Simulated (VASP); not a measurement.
Wanted: the native input for a VASP 6.6.1 run.

```yaml
Task: single point
Functional: PBE
Potentials_or_basis: VASP PAW PBE potentials, release 64 (Al)
Cutoff: 520 eV
k_mesh: 13 × 13 × 13
Occupations: fermi-dirac, width 0.03 eV
Spin: no spin polarisation
Dipole_correction: no
Further_INCAR_settings: ALGO = Normal; EDIFF = 1e-06; NBANDS = 8
```

The structure of Al lies in POSCAR:

```
Al
1.0
    0.0000000000      2.0199630948      2.0199630948
    2.0199630948      0.0000000000      2.0199630948
    2.0199630948      2.0199630948      0.0000000000
Al
1
Direct
    0.0000000000      0.0000000000      0.0000000000
```

These files were run (other wordings do the same):

INCAR

```
ALGO = Normal ; EDIFF = 1E-6
ENCUT = 520 ; GGA = PE
ISIF = 2 ; ISMEAR = -1
LASPH = True ; LCHARG = True
LELF = True ; LREAL = False
LVHAR = True ; LWAVE = False
NBANDS = 8 ; NELM = 60
PREC = Accurate ; SIGMA = 0.03
```

KPOINTS

```
k-points
0
Gamma
  13 13 13
```

Potentials or basis: VASP PAW PBE potentials, release 64 (Al).

The run is started by

```bash
$ cat potpaw_PBE.64/Al/POTCAR > POTCAR
$ mpirun -np 1 vasp_std > vasp.out
```

It gave:

```json
{
 "Pressure": "0.0 GPa"
}
```

It took 5.2 s on 1 thread of Intel(R) Xeon(R) Platinum 8488C (Sapphire Rapids) (shared host), peak memory 0.13 GiB.
